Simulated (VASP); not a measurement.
A run of VASP 6.6.1 is set up as follows.

INCAR

```
SYSTEM = Cu6Rh
  PREC = Accurate
  ENCUT = 520
  EDIFF = 1E-6
  ISMEAR = 0
  SIGMA = 0.1
  LREAL = .False.
  LASPH = .True.
  NELM = 150
  ALGO = Normal
  ISIF = 2
  LWAVE = .False.
  LCHARG = .False.
  ISPIN = 2
  MAGMOM = 0 0 0 0 0 0 1.74
  LORBIT = 11
  LMAXMIX = 4
  GGA = PE
  NBANDS = 54
  KPAR = 4
```

The input KPOINTS:

```
regular mesh
0
Gamma
  8 8 8
  0 0 0
```

File POSCAR:

```
Cu6Rh
1.0
    5.5834056978      0.0000000000      0.0000000000
    0.0000000000      5.5834056978      0.0000000000
    0.0000000000      0.0000000000      5.5834056978
Cu Rh
6 1
Direct
    0.5000000000      0.5000000000      0.1998339019
    0.5000000000      0.5000000000      0.8001660981
    0.1998339019      0.5000000000      0.5000000000
    0.8001660981      0.5000000000      0.5000000000
    0.5000000000      0.1998339019      0.5000000000
    0.5000000000      0.8001660981      0.5000000000
    0.0000000000      0.0000000000      0.0000000000
```

Potentials or basis: VASP PAW PBE potentials, release 64 (Cu, Rh_pv).

Run with:

```console
$ cat potpaw_PBE.64/Cu/POTCAR potpaw_PBE.64/Rh_pv/POTCAR > POTCAR
$ mpirun -np 4 vasp_std > vasp.out
```

Question: Estimate the net moment.

Answer: 0.05 μB per cell.

Question: What does it give for the site moments?

Answer: Cu -0.01; Rh +0.10 μB.

Question: What does it give for the pressure?

Answer: -0.3 GPa.

Question: Estimate the largest force.

Answer: 0.012 eV/Å.

Forces on the atoms (eV/Å):
```
Cu   0.000  0.000 -0.012
Cu   0.000  0.000  0.012
Cu  -0.012  0.000  0.000
Cu   0.012  0.000  0.000
Cu   0.000 -0.012  0.000
Cu   0.000  0.012  0.000
Rh   0.000  0.000  0.000
```
